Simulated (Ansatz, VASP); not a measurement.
Cu2H3 in VASP and in Ansatz

Contents of INCAR:

```
PREC = Accurate
ENCUT = 600
EDIFF = 1E-7
ISMEAR = 0
SIGMA = 0.1
LREAL = F
LASPH = T
NELM = 60
ALGO = Normal
ISIF = 3
LWAVE = F
LCHARG = F
GGA = PE
IBRION = 2
NSW = 100
EDIFFG = -0.01
```

Contents of KPOINTS:

```
Automatic mesh
0
Gamma
  12 12 12
```

The input POSCAR:

```
Cu2H3
1.0
    4.0760260751      0.0000000000      0.0000000000
   -2.0380130376      3.5299421275      0.0000000000
    0.0000000000      0.0000000000      3.1839679426
Cu H
2 3
Direct
    0.3333333333      0.6666666667      0.5000000000
    0.6666666667      0.3333333333      0.5000000000
    0.3333333333      0.6666666667      0.0000000000
    0.6666666667      0.3333333333      0.0000000000
    0.0000000000      0.0000000000      0.5000000000
```

Input for Ansatz:

```yaml
crystal:
  lattice:
    - [4.0760260751, 0.0, 0.0]
    - [-2.0380130376, 3.5299421275, 0.0]
    - [0.0, 0.0, 3.1839679426]
  atoms:
    - { symbol: Cu, position: [0.3333333333, 0.6666666667, 0.5] }
    - { symbol: Cu, position: [0.6666666667, 0.3333333333, 0.5] }
    - { symbol: H, position: [0.3333333333, 0.6666666667, 0.0] }
    - { symbol: H, position: [0.6666666667, 0.3333333333, 0.0] }
    - { symbol: H, position: [0.0, 0.0, 0.5] }
basis:
  ecutwfc: 420
kpoints:
  mp_grid: { grid: [12, 12, 12] }
hamiltonian:
  xc: pbe
scf:
  occupations: { method: gaussian, width: 0.1 }
output:
  forces: true
  stress: true
  eigenvalues: true
relax:
  adjacent_minimum: "off"
  f_tol: 0.01
  max_steps: 80
  cell: { stress_tol: 0.05 }
```

Alike in both runs: task relaxation of cell and atoms; functional PBE; k mesh 12 × 12 × 12; occupations gaussian, width 0.1 eV; no spin polarisation.

|  | VASP | Ansatz |
| --- | --- | --- |
| version | VASP 6.6.1 | Ansatz 0.2.0 |
| potentials or method | VASP PAW PBE potentials, release 64 (Cu, H), cutoff 600 eV | scalar-relativistic, plane waves, PAW |
| valence electrons in the cell | 25 | 41 |

Ansatz gave:

| Quantity | Value |
| --- | --- |
| gap on the k mesh at the Fermi level, each at its own relaxed structure (eV) | none |
| relaxed volume (Å³/atom) | 9.20 |
| relaxed cell length with the largest relative difference (Å) | 3.172 |

Q: What did VASP give for the same quantities?

A: gap on the k mesh at the Fermi level, each at its own relaxed structure (eV): none; relaxed volume (Å³/atom): 9.23; relaxed cell length with the largest relative difference (Å): 3.176.

A gap of «none» marks a metal or a gap that the smearing closes. VASP's potentials hold 25 valence electrons a cell and Ansatz's 41, so a difference there can come from the potentials and not from the codes.
